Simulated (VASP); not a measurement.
Li3SF, 5 atoms in the cell. Symmetry: Pm-3m, No. 221, cubic system. Conventional cell: a = 4.451 Å, b = 4.451 Å, c = 4.451 Å, α = 90.00°, β = 90.00°, γ = 90.00°. F (site symmetry m-3m) has 12 Li at 3.15 Å and 8 S at 3.85 Å within 4.1 Å. Within 2.9 Å of S (site symmetry m-3m) lie 6 Li at 2.23 Å. Li (site symmetry 4/mmm) has 2 S at 2.23 Å within 2.9 Å.  This cell differs from its parent crystal: volume changed by -3%.

| Quantity | Value |
| --- | --- |
| Program | VASP 6.6.1 |
| Task | single point |
| Functional | PBE |
| Potentials or basis | VASP PAW PBE potentials, release 64 (F, S, Li_sv) |
| Cutoff | 520 eV |
| k mesh | 6 × 6 × 6 |
| Occupations | gaussian, width 0.01 eV |
| Spin | no spin polarisation |
| Dipole correction | no |
| Further INCAR settings | ALGO = Normal; EDIFF = 1e-07; NBANDS = 19 |

Potentials or basis: VASP PAW PBE potentials, release 64 (F, S, Li_sv).

Launch:

```bash
$ cat potpaw_PBE.64/F/POTCAR potpaw_PBE.64/S/POTCAR potpaw_PBE.64/Li_sv/POTCAR > POTCAR
$ mpirun -np 1 vasp_std > vasp.out
```

Hardware: 1 thread of AMD EPYC 9R45 96-Core Processor (Zen 5), on a shared host.

Task: How long does it take, and how much memory?

Result: Run time: 25 s on 1 thread of AMD EPYC 9R45 96-Core Processor (Zen 5), on a shared host, peak memory 0.18 GiB. Counts: scf iterations 14, k points 20.
